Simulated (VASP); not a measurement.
# SrTiO3 (Pm-3m) in VASP: further runs

Runs on SrTiO3. Level: r2SCAN+U. Tasks: single point, relaxation of cell and atoms.

Everything below comes from runs of VASP 6.6.1. Logs are shortened: lines on timing, memory, paths and dates and some standing lists are left out, and cuts for length are marked.

### Step 1. The cell of the first run

Symmetry: Pm-3m, No. 221, cubic system. The conventional cell has a = 3.918 Å, b = 3.918 Å, c = 3.918 Å, α = 90.00°, β = 90.00°, γ = 90.00°. Sr (site symmetry m-3m) has 12 O at 2.77 Å and 8 Ti at 3.39 Å within 3.7 Å. Within 2.6 Å of Ti (site symmetry m-3m) lie 6 O at 1.96 Å. O (site symmetry 4/mmm) has 2 Ti at 1.96 Å within 2.6 Å.

### Step 2. Single point, r2SCAN+U

Input file POSCAR:

```
SrTiO3
1.0
    3.9180091028      0.0000000000      0.0000000000
    0.0000000000      3.9180091028      0.0000000000
    0.0000000000      0.0000000000      3.9180091028
Sr Ti O
1 1 3
Direct
    0.0000000000      0.0000000000      0.0000000000
    0.5000000000      0.5000000000      0.5000000000
    0.0000000000      0.5000000000      0.5000000000
    0.5000000000      0.0000000000      0.5000000000
    0.5000000000      0.5000000000      0.0000000000
```

Input file INCAR.step1:

```
SYSTEM = SrTiO3
  PREC = Accurate
  ENCUT = 520
  ISMEAR = 0
  SIGMA = 0.02
  LREAL = .FALSE.
  LASPH = .TRUE.
  NELM = 150
  LMAXMIX = 4
  LDAU = .TRUE.
  LDAUTYPE = 2
  LDAUL = -1 2 -1
  LDAUU = 0 4 0
  LDAUJ = 0 0 0
  NBANDS = 28
  GGA = PE
  ALGO = Normal
  EDIFF = 1E-4
  LWAVE = .TRUE.
  LCHARG = .FALSE.
```

Input file INCAR.step2:

```
SYSTEM = SrTiO3
  PREC = Accurate
  ENCUT = 520
  EDIFF = 1E-6
  ISMEAR = 0
  SIGMA = 0.02
  LREAL = .FALSE.
  LASPH = .TRUE.
  NELM = 150
  ALGO = Normal
  ISIF = 2
  LWAVE = .FALSE.
  LCHARG = .FALSE.
  LMAXMIX = 4
  LDAU = .TRUE.
  LDAUTYPE = 2
  LDAUL = -1 2 -1
  LDAUU = 0 4 0
  LDAUJ = 0 0 0
  LDAUPRINT = 1
  METAGGA = R2SCAN
  LMIXTAU = .TRUE.
  NBANDS = 28
  ISTART = 1
```

Input file KPOINTS:

```
Automatic mesh
0
G
  6 6 6
  0 0 0
```

Potentials or basis: VASP PAW PBE potentials, release 64 (Sr_sv, Ti_sv, O).

Command:

```console
$ cat potpaw_PBE.64/Sr_sv/POTCAR potpaw_PBE.64/Ti_sv/POTCAR potpaw_PBE.64/O/POTCAR > POTCAR
$ cp INCAR.step1 INCAR
$ mpirun -np 1 vasp_std > vasp.out
$ cp INCAR.step2 INCAR
$ mpirun -np 1 vasp_std > vasp.out
```

OUTCAR:

```text
SYSTEM = SrTiO3
   PREC = Accurate
   ENCUT = 520
   EDIFF = 1E-6
   ISMEAR = 0
   LREAL = .FALSE.
   LASPH = .TRUE.
   NELM = 150
   ISIF = 2
   METAGGA = R2SCAN
   ISTART = 1

 ion  position               nearest neighbor table
   1  0.000  0.000  0.000-   3 2.77   4 2.77   5 2.77   3 2.77   4 2.77   3 2.77   5 2.77   3 2.77
                             4 2.77   5 2.77   4 2.77   5 2.77   2 3.39   2 3.39   2 3.39   2 3.39
   2  0.500  0.500  0.500-   3 1.96   4 1.96   5 1.96   5 1.96   4 1.96   3 1.96   1 3.39   1 3.39
                             1 3.39   1 3.39   1 3.39   1 3.39   1 3.39   1 3.39
   3  0.000  0.500  0.500-   2 1.96   2 1.96   1 2.77   1 2.77   1 2.77   1 2.77
   4  0.500  0.000  0.500-   2 1.96   2 1.96   1 2.77   1 2.77   1 2.77   1 2.77
   5  0.500  0.500  0.000-   2 1.96   2 1.96   1 2.77   1 2.77   1 2.77   1 2.77

  LATTYP: Found a simple cubic cell.
 ALAT       =     3.9180091028

  Lattice vectors:

 A1 = (   3.9180091028,   0.0000000000,   0.0000000000)
 A2 = (   0.0000000000,   3.9180091028,   0.0000000000)
 A3 = (   0.0000000000,   0.0000000000,   3.9180091028)

Analysis of symmetry for initial positions (statically):
=====================================================================
 Subroutine PRICEL returns:
 Original cell was already a primitive cell.

 Routine SETGRP: Setting up the symmetry group for a
 simple cubic supercell.

 Subroutine GETGRP returns: Found 48 space group operations
 (whereof 48 operations were pure point group operations)
 out of a pool of 48 trial point group operations.

The static configuration has the point symmetry O_h .

Analysis of symmetry for dynamics (positions and initial velocities):
=====================================================================
 Subroutine PRICEL returns:
 Original cell was already a primitive cell.

 Routine SETGRP: Setting up the symmetry group for a
 simple cubic supercell.

 Subroutine GETGRP returns: Found 48 space group operations
 (whereof 48 operations were pure point group operations)
 out of a pool of 48 trial point group operations.

The dynamic configuration has the point symmetry O_h .

 Subroutine INISYM returns: Found 48 space group operations
 (whereof 48 operations are pure point group operations),
 and found     1 'primitive' translations

----------------------------------------------------------------------------------------

                                     Primitive cell

  volume of cell :      60.1446

  direct lattice vectors                    reciprocal lattice vectors
     3.918009103  0.000000000  0.000000000     0.255231668  0.000000000  0.000000000
     0.000000000  3.918009103  0.000000000     0.000000000  0.255231668  0.000000000
     0.000000000  0.000000000  3.918009103     0.000000000  0.000000000  0.255231668

  length of vectors
     3.918009103  3.918009103  3.918009103     0.255231668  0.255231668  0.255231668

  position of ions in fractional coordinates (direct lattice)
     0.000000000  0.000000000  0.000000000
     0.500000000  0.500000000  0.500000000
     0.000000000  0.500000000  0.500000000
     0.500000000  0.000000000  0.500000000
     0.500000000  0.500000000  0.000000000

  ion indices of the primitive-cell ions
   primitive index   ion index
                 1           1
                 2           2
                 3           3
                 4           4
                 5           5

----------------------------------------------------------------------------------------

 KPOINTS: Automatic mesh

Automatic generation of k-mesh.
 Grid dimensions read from file:
 generate k-points for:    6    6    6

 Generating k-lattice:

  Cartesian coordinates                     Fractional coordinates (reciprocal lattice)
     0.042538611  0.000000000  0.000000000     0.166666667  0.000000000  0.000000000
     0.000000000  0.042538611  0.000000000     0.000000000  0.166666667  0.000000000
     0.000000000  0.000000000  0.042538611     0.000000000  0.000000000  0.166666667

  Length of vectors
     0.042538611  0.042538611  0.042538611

  Shift w.r.t. Gamma in fractional coordinates (k-lattice)
     0.000000000  0.000000000  0.000000000

 Subroutine IBZKPT returns following result:
 ===========================================

 Found     20 irreducible k-points:

 Following reciprocal coordinates:
            Coordinates               Weight
  0.000000  0.000000  0.000000      1.000000
  0.166667  0.000000  0.000000      6.000000
  0.333333  0.000000  0.000000      6.000000
  0.500000  0.000000  0.000000      3.000000
  0.166667  0.166667  0.000000     12.000000
  0.333333  0.166667  0.000000     24.000000
[... 12 lines left out ...]
  0.500000  0.500000  0.333333      6.000000
  0.500000  0.500000  0.500000      1.000000
   k-points           NKPTS =     20   k-points in BZ     NKDIM =     20   number of bands    NBANDS=     28
   number of dos      NEDOS =    301   number of ions     NIONS =      5
   total plane-waves  NPLWV =  27000
   dimension x,y,z NGX =    30 NGY =   30 NGZ =   30
   dimension x,y,z NGXF=    60 NGYF=   60 NGZF=   60
   ions per type =               1   1   3
   NGX,Y,Z   is equivalent  to a cutoff of  12.73, 12.73, 12.73 a.u.
   NGXF,Y,Z  is equivalent  to a cutoff of  25.46, 25.46, 25.46 a.u.
 SYSTEM =  SrTiO3
   PREC   = accura    normal or accurate (medium, high low for compatibility)
   ISTART =      1    job   : 0-new  1-cont  2-samecut
   ICHARG =      0    charge: 1-file 2-atom 10-const
   ISPIN  =      1    spin polarized calculation?
   LNONCOLLINEAR =      F non collinear calculations
   LSORBIT =      F    spin-orbit coupling
   LASPH  =      T    aspherical Exc in radial PAW
   ENCUT  =  520.0 eV  38.22 Ry    6.18 a.u.   7.28  7.28  7.28*2*pi/ulx,y,z
   NELM   =    150;   NELMIN=  2; NELMDL=  0     # of ELM steps
   EDIFF  = 0.1E-05   stopping-criterion for ELM
   LREAL  =      F    real-space projection
   EDIFFG = 0.1E-04   stopping-criterion for IOM
   NSW    =      0    number of steps for IOM
   IBRION =     -1    ionic relax: 0-MD 1-quasi-New 2-CG
   NFREE  =      0    steps in history (QN), initial steepest desc. (CG)
   ISIF   =      2    stress and relaxation
   ISYM   =      2    0-nonsym 1-usesym 2-fastsym
   POTIM  = 0.5000    time-step for ionic-motion
   TEBEG  =    0.0;   TEEND  =   0.0 temperature during run
   PSTRESS=    0.0 pullay stress
   NELECT =      40.0000    total number of electrons
   NUPDOWN=      -1.0000    fix difference up-down
   EMIN   =  10.00;   EMAX   =-10.00  energy-range for DOS
   EFERMI =   0.00;   METHOD = LEGACY
   ISMEAR =     0;   SIGMA  =   0.02  broadening in eV -4-tet -1-fermi 0-gaus
   EFERMI_NEDOS =   21; number of points for ismear=-14 and -15
   IALGO  =     38    algorithm
   IMIX   =      4    mixing-type and parameters
     AMIX     =   0.40;   BMIX     =  1.00
     AMIX_MAG =   1.60;   BMIX_MAG =  1.00
  volume/ion in A,a.u.               =      12.03        81.18
  Fermi-wavevector in a.u.,A,eV,Ry     =   1.428991  2.700401 27.783291  2.042014
  Thomas-Fermi vector in A             =   2.548993
   LORBIT       =      0    0 simple, 1 ext, 2 COOP (PROOUT), +10 PAW based schemes
 LDA+U is selected, type is set to LDAUTYPE =  2
   angular momentum for each species LDAUL =    -1    2   -1
   U (eV)           for each species LDAUU =   0.0  4.0  0.0
   J (eV)           for each species LDAUJ =   0.0  0.0  0.0
   METAGGA = R2SCAN    functional components
   LHFCALC =     F    Hartree Fock is set to
   AEXX    =    0.0000 exact exchange contribution
   IVDW    =     0    specifies the selected vdW correction
   LEPSILON=     F    determine dielectric tensor
   LRPA    =     F    only Hartree local field effects (RPA)
 non-spin polarized calculation
 Gauss-broadening in eV      SIGMA  =   0.02
  energy-cutoff  :      520.00
  volume of cell :       60.14
 maximum number of plane-waves:      1647
 NGX is ok and might be reduce to    30
   NGX = 15   NGY = 15   NGZ = 15

atom =   2  type =  2  l = 2

 onsite density matrix

spin component  1

  0.0946 -0.0000 -0.0000  0.0000 -0.0000
 -0.0000  0.0946 -0.0000  0.0000 -0.0000
 -0.0000 -0.0000  0.2489 -0.0000  0.0000
  0.0000  0.0000 -0.0000  0.0946 -0.0000
 -0.0000 -0.0000  0.0000 -0.0000  0.2489

spin component  2

  0.0946 -0.0000 -0.0000  0.0000 -0.0000
 -0.0000  0.0946 -0.0000  0.0000 -0.0000
 -0.0000 -0.0000  0.2489 -0.0000  0.0000
  0.0000  0.0000 -0.0000  0.0946 -0.0000
 -0.0000 -0.0000  0.0000 -0.0000  0.2489

 occupancies and eigenvectors

  o =  0.0946  v =  0.0000 -0.9653  0.0000  0.2611 -0.0000  0.0000  0.0000  0.0000  0.0000  0.0000      0.0000  0.0000  0.0000  0.0000  0.0000  0.0000  0.0000  0.0000  0.0000  0.0000
  o =  0.0946  v =  0.0000  0.0000  0.0000  0.0000  0.0000  0.0000 -0.9653  0.0000  0.2611 -0.0000      0.0000  0.0000  0.0000  0.0000  0.0000  0.0000  0.0000  0.0000  0.0000  0.0000
  o =  0.0946  v =  0.0000  0.2611 -0.0000  0.9653  0.0000  0.0000  0.0000  0.0000  0.0000  0.0000      0.0000  0.0000  0.0000  0.0000  0.0000  0.0000  0.0000  0.0000  0.0000  0.0000
  o =  0.0946  v =  0.0000  0.0000  0.0000  0.0000  0.0000  0.0000  0.2611 -0.0000  0.9653  0.0000      0.0000  0.0000  0.0000  0.0000  0.0000  0.0000  0.0000  0.0000  0.0000  0.0000
  o =  0.0946  v =  1.0000  0.0000  0.0000  0.0000  0.0000  0.0000  0.0000  0.0000  0.0000  0.0000      0.0000  0.0000  0.0000  0.0000  0.0000  0.0000  0.0000  0.0000  0.0000  0.0000
  o =  0.0946  v =  0.0000  0.0000  0.0000  0.0000  0.0000  1.0000  0.0000  0.0000  0.0000  0.0000      0.0000  0.0000  0.0000  0.0000  0.0000  0.0000  0.0000  0.0000  0.0000  0.0000
  o =  0.2489  v =  0.0000  0.0000  0.0000  0.0000  0.0000  0.0000 -0.0000  0.0031 -0.0000  1.0000      0.0000  0.0000  0.0000  0.0000  0.0000  0.0000  0.0000  0.0000  0.0000  0.0000
  o =  0.2489  v =  0.0000 -0.0000  0.0031 -0.0000  1.0000  0.0000  0.0000  0.0000  0.0000  0.0000      0.0000  0.0000  0.0000  0.0000  0.0000  0.0000  0.0000  0.0000  0.0000  0.0000
  o =  0.2489  v =  0.0000  0.0000  0.0000  0.0000  0.0000  0.0000  0.0000  1.0000  0.0000 -0.0031      0.0000  0.0000  0.0000  0.0000  0.0000  0.0000  0.0000  0.0000  0.0000  0.0000
  o =  0.2489  v =  0.0000  0.0000  1.0000  0.0000 -0.0031  0.0000  0.0000  0.0000  0.0000  0.0000      0.0000  0.0000  0.0000  0.0000  0.0000  0.0000  0.0000  0.0000  0.0000  0.0000

 number of electron      39.9999998 magnetization

 Free energy of the ion-electron system (eV)
  ---------------------------------------------------
  ext. energy  EPLUGINS =         0.00000000
  ---------------------------------------------------
  free energy    TOTEN  =       -60.70119143 eV

  energy without entropy =      -60.70119143  energy(sigma->0) =      -60.70119143

 E-fermi :   4.0667     XC(G=0): -11.8834

 val. band max:        3.8982724130   @ k =   0.5000   0.5000   0.5000
 cond. band min:       6.7357680502   @ k =   0.0000   0.0000   0.0000
 fundamental gap:      2.8374956372
 Fermi energy:         4.0667380903

 k-point     1 :       0.0000    0.0000    0.0000
  band No.  band energies     occupation
      1     -55.8238      2.00000
      2     -30.9630      2.00000
      3     -30.9630      2.00000
      4     -30.9630      2.00000
      5     -30.0010      2.00000
      6     -14.5446      2.00000
[... 20 lines left out ...]
     27       9.8390      0.00000
     28      10.8333      0.00000

 k-point     2 :       0.1667    0.0000    0.0000
  band No.  band energies     occupation
      1     -55.8234      2.00000
      2     -30.9823      2.00000
      3     -30.9624      2.00000
      4     -30.9624      2.00000
      5     -29.9926      2.00000
      6     -14.5419      2.00000
[... 550 lines left out ...]
 k-point    20 :       0.5000    0.5000    0.5000
  band No.  band energies     occupation
      1     -55.8195      2.00000
      2     -31.0244      2.00000
      3     -31.0244      2.00000
      4     -31.0243      2.00000
      5     -29.9429      2.00000
      6     -13.2490      2.00000
[... 20 lines left out ...]
     27      12.6124      0.00000
     28      12.6124      0.00000

------------------------ aborting loop because EDIFF is reached ----------------------------------------

  FORCE on cell =-STRESS in cart. coord.  units (eV):
  Direction    XX          YY          ZZ          XY          YZ          ZX
  --------------------------------------------------------------------------------------
  -------------------------------------------------------------------------------------
  Total        1.1703982      1.1703982      1.1703982      0.0000000      0.0000000     -0.0000000
  in kB       31.1779758     31.1779758     31.1779758      0.0000000      0.0000000     -0.0000000
  external PRESSURE =      31.1779758 kB  Pullay stress =       0.0000000 kB

 VOLUME and BASIS-vectors are now :
 -----------------------------------------------------------------------------
  energy-cutoff  :      520.00
  volume of cell :       60.14
      direct lattice vectors                 reciprocal lattice vectors
     3.918009103  0.000000000  0.000000000     0.255231668  0.000000000  0.000000000
     0.000000000  3.918009103  0.000000000     0.000000000  0.255231668  0.000000000
     0.000000000  0.000000000  3.918009103     0.000000000  0.000000000  0.255231668

 POSITION                                       TOTAL-FORCE (eV/Angst)
 -----------------------------------------------------------------------------------
      0.00000      0.00000      0.00000         0.000000      0.000000      0.000000
      1.95900      1.95900      1.95900         0.000000      0.000000      0.000000
      0.00000      1.95900      1.95900         0.000000      0.000000      0.000000
      1.95900      0.00000      1.95900         0.000000      0.000000      0.000000
      1.95900      1.95900      0.00000         0.000000      0.000000      0.000000
 -----------------------------------------------------------------------------------
    total drift:                                0.000000      0.000000     -0.000000

  FREE ENERGIE OF THE ION-ELECTRON SYSTEM (eV)
  ---------------------------------------------------
  free  energy   TOTEN  =       -60.7011914296 eV

  energy  without entropy=      -60.7011914296  energy(sigma->0) =      -60.70119143
```

Wall time 2.9 min (1 thread of AMD EPYC 7R43 (Zen 3), shared host); peak memory 0.15 GiB.

What came out:

- Free energy: -60.7012 eV
- Pressure: 3.1 GPa
- Band gap on the k mesh: 2.84 eV, indirect (least direct gap 3.28 eV)

Eigenvalues of the final occupation matrices:
| site | spin | trace | eigenvalues |
| --- | --- | --- | --- |
| site 2 d | 1 | 0.78 | 0.09 0.09 0.09 0.25 0.25 |
| site 2 d | 2 | 0.78 | 0.09 0.09 0.09 0.25 0.25 |

Caveat: the PAW data sets were made with another functional, which shifts forces and pressure a little. A k mesh can miss the band edges.

### Step 3. Single point, r2SCAN+U

POSCAR is that of step 2.

Input file INCAR.step1:

```
PREC = Accurate
ENCUT = 520
ISMEAR = 0
SIGMA = 0.05
LREAL = F
LASPH = T
NELM = 150
LMAXMIX = 4
LDAU = T
LDAUTYPE = 2
LDAUL = -1 2 -1
LDAUU = 0 4 0
LDAUJ = 0 0 0
NBANDS = 28
GGA = PE
ALGO = Normal
EDIFF = 1E-4
LWAVE = T
LCHARG = F
```

Input file INCAR.step2:

```
PREC = Accurate
ENCUT = 520
EDIFF = 1E-6
ISMEAR = 0
SIGMA = 0.05
LREAL = F
LASPH = T
NELM = 150
ALGO = Normal
ISIF = 2
LWAVE = F
LCHARG = F
LMAXMIX = 4
LDAU = T
LDAUTYPE = 2
LDAUL = -1 2 -1
LDAUU = 0 4 0
LDAUJ = 0 0 0
LDAUPRINT = 1
METAGGA = R2SCAN
LMIXTAU = T
NBANDS = 28
ISTART = 1
```

Input file KPOINTS:

```
regular mesh
0
Gamma
  6 6 6
```

Potentials or basis: VASP PAW PBE potentials, release 64 (Sr_sv, Ti_sv, O).

Command:

```console
$ cat potpaw_PBE.64/Sr_sv/POTCAR potpaw_PBE.64/Ti_sv/POTCAR potpaw_PBE.64/O/POTCAR > POTCAR
$ cp INCAR.step1 INCAR
$ mpirun -np 1 vasp_std > vasp.out
$ cp INCAR.step2 INCAR
$ mpirun -np 1 vasp_std > vasp.out
```

Run time: 2.9 min. Hardware: 1 thread of AMD EPYC 7R43 (Zen 3), shared host; peak memory 0.16 GiB.

It converged, with:

```yaml
Free_energy: -60.7012 eV
Pressure: 3.1 GPa
Band_gap_on_the_k_mesh: 2.84 eV, indirect (least direct gap 3.28 eV)
```

Levels at points of the mesh, in eV from the valence-band top:
| k point | band 17 | band 18 | band 19 | band 20 | band 21 | band 22 | band 23 | band 24 |
| --- | --- | --- | --- | --- | --- | --- | --- | --- |
| (0.00, 0.00, 0.00) | -1.21 | -0.45 | -0.45 | -0.45 | 2.84 | 2.84 | 2.84 | 4.59 |
| (0.50, 0.00, 0.00) | -2.24 | -1.99 | -0.84 | -0.84 | 3.03 | 4.60 | 4.67 | 4.67 |
| (0.50, 0.50, 0.00) | -1.95 | -1.62 | -1.62 | -0.09 | 4.68 | 4.68 | 5.18 | 5.57 |
| (0.50, 0.50, 0.50) | -3.68 | 0.00 | 0.00 | 0.00 | 5.39 | 5.39 | 5.39 | 7.54 |

Eigenvalues of the final occupation matrices:
```tsv
site	spin	trace	eigenvalues
site 2 d	1	0.78	0.09 0.09 0.09 0.25 0.25
site 2 d	2	0.78	0.09 0.09 0.09 0.25 0.25
```

Caveat: the PAW data sets were made with another functional, which shifts forces and pressure a little. A k mesh can miss the band edges.

[end of part 1 of 2]
